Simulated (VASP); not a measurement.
Write the native input for VASP 6.6.1 that does the following.

```
Task                   : single point
Functional             : LDA
Potentials or basis    : VASP PAW LDA potentials, release 64 (Cl)
Cutoff                 : 500 eV
k mesh                 : 1 × 1 × 1
Occupations            : fermi-dirac, width 0.01 eV
Spin                   : no spin polarisation
Dipole correction      : no
Further INCAR settings : ALGO = Normal; EDIFF = 1e-06; NBANDS = 14
```

The structure of Cl2 lies in POSCAR:

```
Cl
1.0
    9.0000000000      0.0000000000      0.0000000000
    0.0000000000      9.2000000000      0.0000000000
    0.0000000000      0.0000000000     11.0000000000
Cl
2
Direct
    0.5000000000      0.5000000000      0.4100135156
    0.5000000000      0.5000000000      0.5899864844
```

One way to write it, as run:

INCAR

```
SYSTEM = Cl
PREC     = Accurate       ! precision mode
ENCUT    = 500            ! plane-wave cutoff, eV
EDIFF    = 1E-6           ! SCF threshold, eV
ISMEAR   = -1             ! smearing method
SIGMA    = 0.01           ! smearing width, eV
LREAL    = .False.        ! projectors in reciprocal space
LASPH    = .True.         ! aspherical terms in the spheres
NELM     = 120            ! most SCF steps
ALGO     = Normal         ! electronic algorithm
ISIF     = 2              ! what is computed and relaxed
LWAVE    = .False.        ! write WAVECAR
LCHARG   = .True.         ! write CHGCAR
GGA      = CA             ! functional
LELF     = .True.         ! ELF
LVHAR    = .True.       
NBANDS   = 14             ! bands
GGA_COMPAT= .False.
```

KPOINTS

```
regular mesh
0
Gamma
  1 1 1
  0 0 0
```

Potentials or basis: VASP PAW LDA potentials, release 64 (Cl).

Command:

```console
$ cat potpaw_LDA.64/Cl/POTCAR > POTCAR
$ mpirun -np 1 vasp_gam > vasp.out
```

Results of the run:

The largest force is 0.171 eV/Å.

It took 45 s on 1 thread of AMD EPYC 7R43 64-Core Processor (Zen 3) (shared host), peak memory 0.45 GiB.
